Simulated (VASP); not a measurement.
Runs of VASP 6.6.1 on ZnSe. The structure is that of space group F-43m (No. 216), or close to it. The cells are those of the table. 

```tsv
task	level	spin	cell	k mesh	cutoff (eV)	smearing	dipole correction	grid for exact exchange (PRECFOCK)	share of exact exchange	screening parameter	gap on the mesh (eV)	pressure (GPa)	relaxed volume (Å³/atom)
single point	PBE-based screened hybrid with 15 % exact exchange	off	a = 4.008 Å, angles 60.0°, 2 atoms	5 × 5 × 5	520	fermi-dirac 0.05 eV	no	Normal	0.15	0.20787 1/Å	1.95	(c)	-
single point	r2SCANh	off	a = 4.008 Å, angles 60.0°, 2 atoms	4 × 4 × 4	520	fermi-dirac 0.05 eV	no	Normal	0.1	-	2.51	0.2	-
single point	PBE-based screened hybrid with 10 % exact exchange	off	a = 4.008 Å, angles 60.0°, 2 atoms	5 × 5 × 5	520	fermi-dirac 0.05 eV	no	Normal	0.1	0.20787 1/Å	1.72	(b)	-
single point	PBE	off	a = 4.008 Å, angles 60.0°, 2 atoms	6 × 6 × 6	520	fermi-dirac 0.05 eV	no	-	-	-	(a)	2.4	-
single point	r2SCAN0	off	a = 4.008 Å, angles 60.0°, 2 atoms	4 × 4 × 4	520	fermi-dirac 0.05 eV	no	Normal	0.25	-	3.49	(d)	-
single point	PBEsol-based screened hybrid with 25 % exact exchange	off	a = 4.008 Å, angles 60.0°, 2 atoms	4 × 4 × 4	520	fermi-dirac 0.05 eV	no	Normal	0.25	0.207 1/Å	2.29	-0.9	-
single point	PBEsol	non-collinear, zero start, SOC	a = 4.008 Å, angles 60.0°, 2 atoms	8 × 8 × 8	520	fermi-dirac 0.05 eV	no	-	-	-	-	-0.8	-
single point	HSE06	off	a = 4.037 Å, angles 60.0°, 2 atoms	4 × 4 × 4	520	fermi-dirac 0.05 eV	no	Normal	0.25	0.2079 1/Å	2.33	0.0	-
relaxation of cell and atoms	LAK	off	relaxed from a = 4.137 Å, angles 60.0°, 2 atoms	8 × 8 × 8	720	gaussian 0.03 eV	-	-	-	-	2.13	0.0	23.80
single point	BHLYP	off	a = 4.086 Å, angles 60.0°, 2 atoms	4 × 4 × 4	520	fermi-dirac 0.05 eV	no	Normal	0.5	-	4.74	-0.9	-
relaxation of cell and atoms	LAK	off	relaxed from a = 4.137 Å, angles 60.0°, 2 atoms	5 × 5 × 5	410	gaussian 0.03 eV	-	-	-	-	2.12	0.3	23.80
```

Fill in the values left out.

(a) 1.29; (b) 1.9; (c) 1.7; (d) -0.1.

Caveats: some runs use coarse meshes; the PAW data sets were made with another functional, which shifts forces and pressure a little (at least some runs).

A k mesh can miss the band edges, and rows without SOC leave out spin-orbit coupling on Se.
